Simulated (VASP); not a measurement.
# Rh (P-3m1) in VASP: further runs

The runs below take Rh through single point, with PBE.

Program: VASP 6.6.1. These are calculated values, not measurements. Logs are shortened: lines on timing, memory, paths and dates and some standing lists are left out, and cuts for length are marked.

### 1 The cell of the first run

It takes space group P-3m1 (No. 164, trigonal). The conventional cell has a = 2.714 Å, b = 2.714 Å, c = 15.442 Å, α = 90.00°, β = 90.00°, γ = 120.00°. Within 3.6 Å of Rh (site symmetry 3m) lie 12 Rh at 2.70 to 2.71 Å. Rh (site symmetry -3m) has 12 Rh at 2.71 Å within 3.6 Å. Within 3.6 Å of Rh (site symmetry 3m) lie 12 Rh at 2.70 to 2.71 Å. Rh (site symmetry 3m) has 12 Rh at 2.70 to 2.71 Å within 3.6 Å.

### 2 Single point, PBE

INCAR reads:

```
SYSTEM = Rh
ALGO     = Fast           ! electronic algorithm
EDIFF    = 1E-7           ! SCF threshold, eV
ENCUT    = 520            ! plane-wave cutoff, eV
GGA      = PE             ! functional
ISIF     = 2              ! what is computed and relaxed
ISMEAR   = 0              ! smearing method
LASPH    = .True.         ! aspherical terms in the spheres
LCHARG   = .False.        ! write CHGCAR
LREAL    = .False.        ! projectors in reciprocal space
LWAVE    = .False.        ! write WAVECAR
NBANDS   = 62             ! bands
NELM     = 60             ! most SCF steps
PREC     = Accurate       ! precision mode
SIGMA    = 0.1            ! smearing width, eV
```

KPOINTS reads:

```
k-points
0
Gamma
  18 18 3
  0 0 0
```

POSCAR reads:

```
Rh
1.0
    2.7142772699      0.0000000000      0.0000000000
   -1.3571386350      2.3506330686      0.0000000000
    0.0000000000      0.0000000000     15.4424547792
Rh
7
Direct
    0.0000000000      0.0000000000     -0.0000146084
    0.3333333333      0.6666666667      0.1428571429
    0.6666666667      0.3333333333      0.2857288941
    0.0000000000      0.0000000000      0.4284294647
    0.6666666667      0.3333333333      0.5716025823
    0.0000000000      0.0000000000      0.7141117034
    0.6666666667      0.3333333333      0.8572848211
```

Potentials or basis: VASP PAW PBE potentials, release 64 (Rh_pv).

The run is started by

```bash
$ cat potpaw_PBE.64/Rh_pv/POTCAR > POTCAR
$ mpirun -np 1 vasp_std > vasp.out
```

OUTCAR:

```text
SYSTEM = Rh
   EDIFF = 1E-7
   ENCUT = 520
   GGA = PE
   ISIF = 2
   ISMEAR = 0
   LASPH = .True.
   LREAL = .False.
   NELM = 60
   PREC = Accurate

 ion  position               nearest neighbor table
   1  0.000  0.000  1.000-   7 2.70   7 2.70   7 2.70   2 2.71   2 2.71   2 2.71
   2  0.333  0.667  0.143-   3 2.71   3 2.71   3 2.71   1 2.71   1 2.71   1 2.71
   3  0.667  0.333  0.286-   4 2.70   4 2.70   4 2.70   2 2.71   2 2.71   2 2.71
   4  0.000  0.000  0.428-   3 2.70   3 2.70   3 2.70   5 2.71   5 2.71   5 2.71
   5  0.667  0.333  0.572-   6 2.70   6 2.70   6 2.70   4 2.71   4 2.71   4 2.71
   6  0.000  0.000  0.714-   5 2.70   5 2.70   5 2.70   7 2.71   7 2.71   7 2.71
   7  0.667  0.333  0.857-   1 2.70   1 2.70   1 2.70   6 2.71   6 2.71   6 2.71

  LATTYP: Found a hexagonal cell.
 ALAT       =     2.7142772699
 C/A-ratio  =     5.6893431450

  Lattice vectors:

 A1 = (   2.7142772699,   0.0000000000,   0.0000000000)
 A2 = (  -1.3571386350,   2.3506330686,   0.0000000000)
 A3 = (   0.0000000000,   0.0000000000,  15.4424547792)

Analysis of symmetry for initial positions (statically):
=====================================================================
 Subroutine PRICEL returns:
 Original cell was already a primitive cell.

 Routine SETGRP: Setting up the symmetry group for a
 hexagonal supercell.

 Subroutine GETGRP returns: Found 12 space group operations
 (whereof  6 operations were pure point group operations)
 out of a pool of 24 trial point group operations.

The static configuration has the point symmetry C_3v.
 The point group associated with its full space group is D_3d.

Analysis of symmetry for dynamics (positions and initial velocities):
=====================================================================
 Subroutine PRICEL returns:
 Original cell was already a primitive cell.

 Routine SETGRP: Setting up the symmetry group for a
 hexagonal supercell.

 Subroutine GETGRP returns: Found 12 space group operations
 (whereof  6 operations were pure point group operations)
 out of a pool of 24 trial point group operations.

The dynamic configuration has the point symmetry C_3v.
 The point group associated with its full space group is D_3d.

 Subroutine INISYM returns: Found 12 space group operations
 (whereof  6 operations are pure point group operations),
 and found     1 'primitive' translations

----------------------------------------------------------------------------------------

                                     Primitive cell

  volume of cell :      98.5270

  direct lattice vectors                    reciprocal lattice vectors
     2.714277270  0.000000000  0.000000000     0.368422199  0.212708656  0.000000000
    -1.357138635  2.350633069  0.000000000     0.000000000  0.425417311  0.000000000
     0.000000000  0.000000000 15.442454779     0.000000000  0.000000000  0.064756544

  length of vectors
     2.714277270  2.714277270 15.442454779     0.425417311  0.425417311  0.064756544

  position of ions in fractional coordinates (direct lattice)
     0.000000000  0.000000000  0.999985392
     0.333333333  0.666666667  0.142857143
     0.666666667  0.333333333  0.285728894
     0.000000000  0.000000000  0.428429465
     0.666666667  0.333333333  0.571602582
     0.000000000  0.000000000  0.714111703
     0.666666667  0.333333333  0.857284821

  ion indices of the primitive-cell ions
   primitive index   ion index
                 1           1
                 2           2
                 3           3
                 4           4
                 5           5
                 6           6
                 7           7

----------------------------------------------------------------------------------------

 KPOINTS: k-points

Automatic generation of k-mesh.
 Grid dimensions read from file:
 generate k-points for:   18   18    3

 Generating k-lattice:

  Cartesian coordinates                     Fractional coordinates (reciprocal lattice)
     0.020467900  0.011817148  0.000000000     0.055555556  0.000000000  0.000000000
     0.000000000  0.023634295  0.000000000     0.000000000  0.055555556  0.000000000
     0.000000000  0.000000000  0.021585515     0.000000000  0.000000000  0.333333333

  Length of vectors
     0.023634295  0.023634295  0.021585515

  Shift w.r.t. Gamma in fractional coordinates (k-lattice)
     0.000000000  0.000000000  0.000000000

 Subroutine IBZKPT returns following result:
 ===========================================

 Found    101 irreducible k-points:

 Following reciprocal coordinates:
            Coordinates               Weight
  0.000000  0.000000  0.000000      1.000000
  0.055556  0.000000  0.000000      6.000000
  0.111111  0.000000  0.000000      6.000000
  0.166667  0.000000  0.000000      6.000000
  0.222222  0.000000  0.000000      6.000000
  0.277778  0.000000  0.000000      6.000000
[... 16 lines left out ...]
  0.333333  0.111111  0.000000     12.000000
  0.388889  0.111111  0.000000     12.000000
 [... further k-points ...]
   k-points           NKPTS =    101   k-points in BZ     NKDIM =    101   number of bands    NBANDS=     62
   number of dos      NEDOS =    301   number of ions     NIONS =      7
   total plane-waves  NPLWV =  48000
   dimension x,y,z NGX =    20 NGY =   20 NGZ =  120
   dimension x,y,z NGXF=    40 NGYF=   40 NGZF=  240
   ions per type =               7
   NGX,Y,Z   is equivalent  to a cutoff of  12.25, 12.25, 12.92 a.u.
   NGXF,Y,Z  is equivalent  to a cutoff of  24.50, 24.50, 25.84 a.u.
 SYSTEM =  Rh
   PREC   = accura    normal or accurate (medium, high low for compatibility)
   ISTART =      0    job   : 0-new  1-cont  2-samecut
   ICHARG =      2    charge: 1-file 2-atom 10-const
   ISPIN  =      1    spin polarized calculation?
   LNONCOLLINEAR =      F non collinear calculations
   LSORBIT =      F    spin-orbit coupling
   LASPH  =      T    aspherical Exc in radial PAW
   ENCUT  =  520.0 eV  38.22 Ry    6.18 a.u.   5.05  5.05 28.71*2*pi/ulx,y,z
   NELM   =     60;   NELMIN=  2; NELMDL= -5     # of ELM steps
   EDIFF  = 0.1E-06   stopping-criterion for ELM
   LREAL  =      F    real-space projection
   EDIFFG = 0.1E-05   stopping-criterion for IOM
   NSW    =      0    number of steps for IOM
   IBRION =     -1    ionic relax: 0-MD 1-quasi-New 2-CG
   NFREE  =      0    steps in history (QN), initial steepest desc. (CG)
   ISIF   =      2    stress and relaxation
   ISYM   =      2    0-nonsym 1-usesym 2-fastsym
   POTIM  = 0.5000    time-step for ionic-motion
   TEBEG  =    0.0;   TEEND  =   0.0 temperature during run
   PSTRESS=    0.0 pullay stress
   NELECT =     105.0000    total number of electrons
   NUPDOWN=      -1.0000    fix difference up-down
   EMIN   =  10.00;   EMAX   =-10.00  energy-range for DOS
   EFERMI =   0.00;   METHOD = LEGACY
   ISMEAR =     0;   SIGMA  =   0.10  broadening in eV -4-tet -1-fermi 0-gaus
   EFERMI_NEDOS =   21; number of points for ismear=-14 and -15
   IALGO  =     68    algorithm
   IMIX   =      4    mixing-type and parameters
     AMIX     =   0.40;   BMIX     =  1.00
     AMIX_MAG =   1.60;   BMIX_MAG =  1.00
  volume/ion in A,a.u.               =      14.08        94.98
  Fermi-wavevector in a.u.,A,eV,Ry     =   1.672192  3.159985 38.044964  2.796226
  Thomas-Fermi vector in A             =   2.757382
   LORBIT       =      0    0 simple, 1 ext, 2 COOP (PROOUT), +10 PAW based schemes
   GGA     = PE    functional components
   LHFCALC =     F    Hartree Fock is set to
   AEXX    =    0.0000 exact exchange contribution
   IVDW    =     0    specifies the selected vdW correction
   LEPSILON=     F    determine dielectric tensor
   LRPA    =     F    only Hartree local field effects (RPA)
 non-spin polarized calculation
 RMM-DIIS sequential band-by-band and
 Gauss-broadening in eV      SIGMA  =   0.10
  energy-cutoff  :      520.00
  volume of cell :       98.53
 maximum number of plane-waves:      2685
   NGX = 11   NGY = 11   NGZ = 57

 number of electron     104.9999995 magnetization

 Free energy of the ion-electron system (eV)
  ---------------------------------------------------
  ext. energy  EPLUGINS =         0.00000000
  ---------------------------------------------------
  free energy    TOTEN  =       -50.67207116 eV

  energy without entropy =      -50.61539262  energy(sigma->0) =      -50.64373189

 E-fermi :  11.5231     XC(G=0): -13.8801

 val. band max:       11.5230224136   @ k =   0.1667   0.0000   0.3333
 cond. band min:      11.5244306170   @ k =   0.1667   0.0556   0.3333
 fundamental gap:      0.0014082034
 Fermi energy:        11.5230700110

 k-point     1 :       0.0000    0.0000    0.0000
  band No.  band energies     occupation
      1     -35.5220      2.00000
      2     -35.4930      2.00000
      3     -35.2853      2.00000
      4     -35.2734      2.00000
      5     -34.9911      2.00000
      6     -34.9886      2.00000
[... 54 lines left out ...]
     61      11.6366      0.10831
     62      11.8918      0.00000

 k-point     2 :       0.0556    0.0000    0.0000
  band No.  band energies     occupation
      1     -35.5162      2.00000
      2     -35.4872      2.00000
      3     -35.2850      2.00000
      4     -35.2733      2.00000
      5     -34.9983      2.00000
      6     -34.9959      2.00000
[... 54 lines left out ...]
     61      11.9019      0.00000
     62      12.6002      0.00000

 k-point     3 :       0.1111    0.0000    0.0000
  band No.  band energies     occupation
      1     -35.4993      2.00000
      2     -35.4705      2.00000
      3     -35.2856      2.00000
      4     -35.2745      2.00000
      5     -35.0270      2.00000
      6     -35.0226      2.00000
[... 1354 lines left out ...]
     61      15.0002      0.00000
     62      18.0157      0.00000

 k-point    24 :       0.3889    0.1111    0.0000
  band No.  band energies     occupation
      1     -35.4865      2.00000
      2     -35.4801      2.00000
      3     -35.4505      2.00000
      4     -35.4389      2.00000
      5     -35.3964      2.00000
      6     -35.3738      2.00000
[... 54 lines left out ...]
     61      15.5366      0.00000
     62      17.4480      0.00000

 [... further k-points ...]
[... 5 lines left out ...]
  --------------------------------------------------------------------------------------
  -------------------------------------------------------------------------------------
  Total        0.0325716      0.0325716      0.0346114     -0.0000000      0.0000000      0.0000000
  in kB        0.5296559      0.5296559      0.5628262     -0.0000000      0.0000000      0.0000000
  external PRESSURE =       0.5407126 kB  Pullay stress =       0.0000000 kB

 VOLUME and BASIS-vectors are now :
 -----------------------------------------------------------------------------
  energy-cutoff  :      520.00
  volume of cell :       98.53
      direct lattice vectors                 reciprocal lattice vectors
     2.714277270  0.000000000  0.000000000     0.368422199  0.212708656  0.000000000
    -1.357138635  2.350633069  0.000000000     0.000000000  0.425417311  0.000000000
     0.000000000  0.000000000 15.442454779     0.000000000  0.000000000  0.064756544

 POSITION                                       TOTAL-FORCE (eV/Angst)
 -----------------------------------------------------------------------------------
      0.00000      0.00000     15.44223         0.000000      0.000000     -0.000385
     -0.00000      1.56709      2.20606        -0.000000      0.000000      0.000000
      1.35714      0.78354      4.41236         0.000000      0.000000      0.000385
      0.00000      0.00000      6.61600         0.000000      0.000000      0.000104
      1.35714      0.78354      8.82695         0.000000     -0.000000     -0.000461
      0.00000      0.00000     11.02764        -0.000000      0.000000      0.000461
      1.35714      0.78354     13.23858        -0.000000     -0.000000     -0.000104
 -----------------------------------------------------------------------------------
    total drift:                               -0.000000      0.000000      0.000010

  FREE ENERGIE OF THE ION-ELECTRON SYSTEM (eV)
  ---------------------------------------------------
  free  energy   TOTEN  =       -50.6720711641 eV

  energy  without entropy=      -50.6153926241  energy(sigma->0) =      -50.64373189
```

Run time: 24 min. Hardware: 1 thread of Oxide Virtual Turin-like, shared host; peak memory 0.46 GiB.

Results:

```yaml
Free_energy: -50.6721 eV
Pressure: 0.1 GPa
Band_gap_on_the_k_mesh: zero (an odd number of electrons rules out a gap without spin polarisation)
```

Levels at points of the mesh, in eV from the Fermi level:
| k point | band 48 | band 49 | band 50 | band 51 | band 52 | band 53 | band 54 | band 55 | band 56 | band 57 |
| --- | --- | --- | --- | --- | --- | --- | --- | --- | --- | --- |
| (0.00, 0.00, 0.00) | -1.54 | -1.54 | -1.18 | -1.18 | -0.97 | -0.97 | -0.40 | -0.40 | -0.32 | -0.32 |
| (0.50, 0.00, 0.00) | 0.48 | 0.49 | 0.56 | 0.60 | 0.60 | 0.65 | 0.70 | 0.71 | 0.85 | 1.38 |

### 3 Single point, PBE

INCAR reads:

```
SYSTEM = Rh
ALGO = Fast ; EDIFF = 1E-6
ENCUT = 520 ; GGA = PE
ISIF = 2 ; ISMEAR = 0
LASPH = .TRUE. ; LCHARG = .FALSE.
LREAL = .FALSE. ; LWAVE = .FALSE.
NBANDS = 62 ; NELM = 80
PREC = Accurate ; SIGMA = 0.1
```

KPOINTS reads:

```
k-points
0
G
  18 18 3
  0 0 0
```

POSCAR reads:

```
Rh
1.0
    2.7112196126      0.0000000000      0.0000000000
   -1.3556098063      2.3479850598      0.0000000000
    0.0000000000      0.0000000000     15.4771075429
Rh
7
Direct
    0.0000000000      0.0000000000     -0.0003902352
    0.3333333333      0.6666666667      0.1423079673
    0.0000000000      0.0000000000      0.2864601808
    0.3333333333      0.6666666667      0.4285714286
    0.6666666667      0.3333333333      0.5706826763
    0.3333333333      0.6666666667      0.7148348898
    0.6666666667      0.3333333333      0.8575330923
```

Potentials or basis: VASP PAW PBE potentials, release 64 (Rh_pv).

The run is started by

```bash
$ cat potpaw_PBE.64/Rh_pv/POTCAR > POTCAR
$ mpirun -np 1 vasp_std > vasp.out
```

OUTCAR:

```text
SYSTEM = Rh
   EDIFF = 1E-6
   ENCUT = 520
   GGA = PE
   ISIF = 2
   ISMEAR = 0
   LASPH = .TRUE.
   LREAL = .FALSE.
   NELM = 80
   PREC = Accurate

 ion  position               nearest neighbor table
   1  0.000  0.000  1.000-   7 2.70   7 2.70   7 2.70   2 2.71   2 2.71   2 2.71
   2  0.333  0.667  0.142-   1 2.71   1 2.71   1 2.71   3 2.73   3 2.73   3 2.73
   3  0.000  0.000  0.286-   4 2.70   4 2.70   4 2.70   2 2.73   2 2.73   2 2.73
   4  0.333  0.667  0.429-   5 2.70   5 2.70   5 2.70   3 2.70   3 2.70   3 2.70
   5  0.667  0.333  0.571-   4 2.70   4 2.70   4 2.70   6 2.73   6 2.73   6 2.73
   6  0.333  0.667  0.715-   7 2.71   7 2.71   7 2.71   5 2.73   5 2.73   5 2.73
   7  0.667  0.333  0.858-   1 2.70   1 2.70   1 2.70   6 2.71   6 2.71   6 2.71

  LATTYP: Found a hexagonal cell.
 ALAT       =     2.7112196126
 C/A-ratio  =     5.7085407139

  Lattice vectors:

 A1 = (   2.7112196126,   0.0000000000,   0.0000000000)
 A2 = (  -1.3556098063,   2.3479850598,   0.0000000000)
 A3 = (   0.0000000000,   0.0000000000,  15.4771075429)

Analysis of symmetry for initial positions (statically):
=====================================================================
[... 185 lines left out ...]
 E-fermi :  11.5092     XC(G=0): -13.8803

 val. band max:       11.5088297536   @ k =   0.2222   0.0556   0.3333
 cond. band min:      11.5096031788   @ k =   0.3889   0.1111   0.3333
 fundamental gap:      0.0007734252
 Fermi energy:        11.5091920785

 k-point     1 :       0.0000    0.0000    0.0000
  band No.  band energies     occupation
      1     -35.5077      2.00000
      2     -35.5002      2.00000
      3     -35.2743      2.00000
      4     -35.2637      2.00000
      5     -35.0002      2.00000
      6     -34.9657      2.00000
[... 1549 lines left out ...]
     61      15.5557      0.00000
     62      17.4579      0.00000

 [... further k-points ...]
[... 5 lines left out ...]
  --------------------------------------------------------------------------------------
  -------------------------------------------------------------------------------------
  Total        0.0324430      0.0324430      0.0242691      0.0000000      0.0000000      0.0000000
  in kB        0.5275713      0.5275713      0.3946521      0.0000000      0.0000000      0.0000000
  external PRESSURE =       0.4832649 kB  Pullay stress =       0.0000000 kB

 VOLUME and BASIS-vectors are now :
 -----------------------------------------------------------------------------
  energy-cutoff  :      520.00
  volume of cell :       98.53
      direct lattice vectors                 reciprocal lattice vectors
     2.711219613  0.000000000  0.000000000     0.368837698  0.212948544  0.000000000
    -1.355609806  2.347985060  0.000000000     0.000000000  0.425897088  0.000000000
     0.000000000  0.000000000 15.477107543     0.000000000  0.000000000  0.064611556

 POSITION                                       TOTAL-FORCE (eV/Angst)
 -----------------------------------------------------------------------------------
      0.00000      0.00000     15.47107        -0.000000      0.000000      0.002298
     -0.00000      1.56532      2.20252        -0.000000      0.000000      0.002623
      0.00000      0.00000      4.43358         0.000000      0.000000     -0.003541
     -0.00000      1.56532      6.63305        -0.000000      0.000000      0.000000
      1.35561      0.78266      8.83252        -0.000000      0.000000      0.003541
     -0.00000      1.56532     11.06358         0.000000     -0.000000     -0.002623
      1.35561      0.78266     13.27213         0.000000     -0.000000     -0.002298
 -----------------------------------------------------------------------------------
    total drift:                                0.000000     -0.000000     -0.000085

  FREE ENERGIE OF THE ION-ELECTRON SYSTEM (eV)
  ---------------------------------------------------
  free  energy   TOTEN  =       -50.6767787967 eV

  energy  without entropy=      -50.6256405236  energy(sigma->0) =      -50.65120966
```

stdout:

```text
POSCAR found type information on POSCAR Rh
 POSCAR found :  1 types and       7 ions
 scaLAPACK will be used
 LDA part: xc-table for (Slater+PW92), standard interpolation
 POSCAR, INCAR and KPOINTS ok, starting setup
 FFT: planning ... GRIDC
 FFT: planning ... GRID_SOFT
 FFT: planning ... GRID
 WAVECAR not read
 entering main loop
WARNING in EDDRMM: call to ZHEGV failed, returncode =   6  3     62
WARNING in EDDRMM: call to ZHEGV failed, returncode =   8  4     62
WARNING in EDDRMM: call to ZHEGV failed, returncode =   6  3     62
WARNING in EDDRMM: call to ZHEGV failed, returncode =   8  4     62
```

It took 44 min on 1 thread of Oxide Virtual Turin-like, shared host; peak memory 0.46 GiB.

Results:

```yaml
Free_energy: -50.6768 eV
Pressure: 0.0 GPa
Largest_force: 0.004 eV/Å
Band_gap_on_the_k_mesh: zero (an odd number of electrons rules out a gap without spin polarisation)
```

Forces on the atoms (eV/Å):
```
Rh   0.000  0.000  0.002
Rh   0.000  0.000  0.003
Rh   0.000  0.000 -0.004
Rh   0.000  0.000  0.000
Rh   0.000  0.000  0.004
Rh   0.000  0.000 -0.003
Rh   0.000  0.000 -0.002
```

Levels at points of the mesh, in eV from the Fermi level:
```
           k point  band 49  band 50  band 51  band 52  band 53  band 54  band 55  band 56
(0.00, 0.00, 0.00)    -1.38    -1.27    -1.27    -0.93    -0.93    -0.42    -0.42    -0.32
(0.50, 0.00, 0.00)     0.52     0.53     0.61     0.68     0.72     0.73     0.75     0.83
```
